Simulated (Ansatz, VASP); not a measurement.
**One calculation of Ti3H, two programs**

File INCAR:

```
SYSTEM = Ti3H
PREC     = Accurate       ! precision mode
ENCUT    = 520            ! plane-wave cutoff, eV
EDIFF    = 1E-6           ! SCF threshold, eV
ISMEAR   = 0              ! smearing method
SIGMA    = 0.1            ! smearing width, eV
LREAL    = .FALSE.        ! projectors in reciprocal space
LASPH    = .TRUE.         ! aspherical terms in the spheres
NELM     = 60             ! most SCF steps
ALGO     = Normal         ! electronic algorithm
ISIF     = 2              ! what is computed and relaxed
LWAVE    = .FALSE.        ! write WAVECAR
LCHARG   = .TRUE.         ! write CHGCAR
LDIPOL   = .TRUE.       
IDIPOL   = 3            
DIPOL    = 0.5 0.5 0.318
GGA      = PE             ! functional
LELF     = .TRUE.         ! ELF
LVHAR    = .TRUE.       
LVACPOTAV= .TRUE.       
NBANDS   = 47             ! bands
```

Contents of KPOINTS:

```
regular mesh
0
G
  6 6 1
  0 0 0
```

File POSCAR:

```
Ti3H
1.0
    4.6037402164      0.0000000000      0.0000000000
   -2.3018701082      3.9869559799      0.0000000000
    0.0000000000      0.0000000000     22.4968206792
Ti H
6 2
Direct
    0.6666666667      0.3333333333      0.1778029019
    0.3333333333      0.6666666667      0.2195747837
    0.0000000000      0.0000000000      0.2613466656
    0.6666666667      0.3333333333      0.2980472718
    0.3333333333      0.6666666667      0.3304570052
    0.0000000000      0.0000000000      0.3776898434
    0.2991850199      1.0000000000      0.4403653663
    0.7008149801      1.0000000000      0.4403653663
```

Input for Ansatz:

```yaml
crystal:
  lattice:
    - [4.6037402164, 0.0, 0.0]
    - [-2.3018701082, 3.9869559799, 0.0]
    - [0.0, 0.0, 22.4968206792]
  atoms:
    - { symbol: Ti, position: [0.6666666667, 0.3333333333, 0.1778029019] }
    - { symbol: Ti, position: [0.3333333333, 0.6666666667, 0.2195747837] }
    - { symbol: Ti, position: [0.0, 0.0, 0.2613466656] }
    - { symbol: Ti, position: [0.6666666667, 0.3333333333, 0.2980472718] }
    - { symbol: Ti, position: [0.3333333333, 0.6666666667, 0.3304570052] }
    - { symbol: Ti, position: [0.0, 0.0, 0.3776898434] }
    - { symbol: H, position: [0.2991850199, 1.0, 0.4403653663] }
    - { symbol: H, position: [0.7008149801, 1.0, 0.4403653663] }
basis:
  ecutwfc: 420
kpoints:
  mp_grid: { grid: [6, 6, 1] }
hamiltonian:
  xc: pbe
  pseudopotentials: { kind: paw, azcp: { folder: soft_1 } }
scf:
  occupations: { method: gaussian, width: 0.1 }
output:
  forces: true
  eigenvalues: true
efield:
  axis: 3
  dipole_correction: true
  ramp_width: 0.04
```

Alike in both runs: task single point; functional PBE; k mesh 6 × 6 × 1; occupations gaussian, width 0.1 eV; no spin polarisation.

|  | VASP | Ansatz |
| --- | --- | --- |
| version | VASP 6.6.1 | Ansatz 0.2.0 |
| potentials or method | VASP PAW PBE potentials, release 64 (Ti_sv, H), cutoff 520 eV | scalar-relativistic, plane waves, PAW |
| valence electrons in the cell | 74 | 74 |

VASP gave:

| Quantity | Value |
| --- | --- |
| gap on the k mesh at the Fermi level (eV) | none |
| rms of the force components (eV/Å) | 0.651 |
| work function, face that differs most (eV) | 3.40 |

Question: Which values does Ansatz return?

Answer: gap on the k mesh at the Fermi level (eV): none; rms of the force components (eV/Å): 0.654; work function, face that differs most (eV): 3.40.

Atom by atom the forces differ by 0.005 eV/Å (rms over components). A gap of «none» marks a metal or a gap that the smearing closes.
